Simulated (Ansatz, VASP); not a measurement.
# Two plane-wave programs on Sb

The input INCAR:

```
ALGO     = Normal         # electronic algorithm
EDIFF    = 1E-6           # SCF threshold, eV
ENCUT    = 520            # plane-wave cutoff, eV
GGA      = RE             # functional
ISIF     = 2              # what is computed and relaxed
ISMEAR   = -1             # smearing method
LASPH    = True           # aspherical terms in the spheres
LCHARG   = False          # write CHGCAR
LREAL    = False          # projectors in reciprocal space
LWAVE    = False          # write WAVECAR
NBANDS   = 12             # bands
NELM     = 60             # most SCF steps
PREC     = Accurate       # precision mode
SIGMA    = 0.1            # smearing width, eV
```

The input KPOINTS:

```
k-points
0
Gamma
  14 14 14
```

The input POSCAR:

```
Sb
1.0
    2.2537455892      1.3012006227      4.0382769323
   -2.2537455892      1.3012006227      4.0382769323
    0.0000000000     -2.6024012452      4.0382769323
Sb
2
Direct
    0.2311082914      0.2311082914      0.2311082914
    0.7688917086      0.7688917086      0.7688917086
```

Input for Ansatz:

```yaml
crystal:
  lattice:
    - [2.2537455892, 1.3012006227, 4.0382769323]
    - [-2.2537455892, 1.3012006227, 4.0382769323]
    - [0.0, -2.6024012452, 4.0382769323]
  atoms:
    - { symbol: Sb, position: [0.2311082914, 0.2311082914, 0.2311082914] }
    - { symbol: Sb, position: [0.7688917086, 0.7688917086, 0.7688917086] }
hamiltonian:
  xc: revpbe
  pseudopotentials:
    kind: paw
    azcp:
      Sb: "pseudopotentials/Sb.paw.azcp"
basis:
  ecutwfc: 420
  fft_grid_basis: typed
kpoints:
  mp_grid: { grid: [14, 14, 14], shift: [0, 0, 0] }
magnetization:
  spin_polarized: false
scf:
  occupations: { method: fermi_dirac, width: 0.1 }
output:
  stress: true
```

Alike in both runs: task single point; functional revPBE; k mesh 14 × 14 × 14; occupations fermi-dirac, width 0.1 eV; no spin polarisation.

|  | VASP | Ansatz |
| --- | --- | --- |
| version | VASP 6.6.1 | Ansatz 0.2.0 |
| potentials or method | VASP PAW PBE potentials, release 64 (Sb), cutoff 520 eV | plane waves (420 eV) with PAW, scalar-relativistic |
| valence electrons in the cell | 10 | 30 |

Ansatz gave:

```
pressure (GPa)                                                : -3.0
traceless stress, the component that is largest in VASP (GPa) : 0.58
```

Task: Which values does VASP return?

Result: Pressure (GPa): -3.0; traceless stress, the component that is largest in VASP (GPa): 0.57.

VASP's potentials were made for PBE, not for revPBE. VASP's potentials hold 10 valence electrons a cell and Ansatz's 30, so a difference there can come from the potentials and not from the codes.

Neither program's run includes spin-orbit coupling.
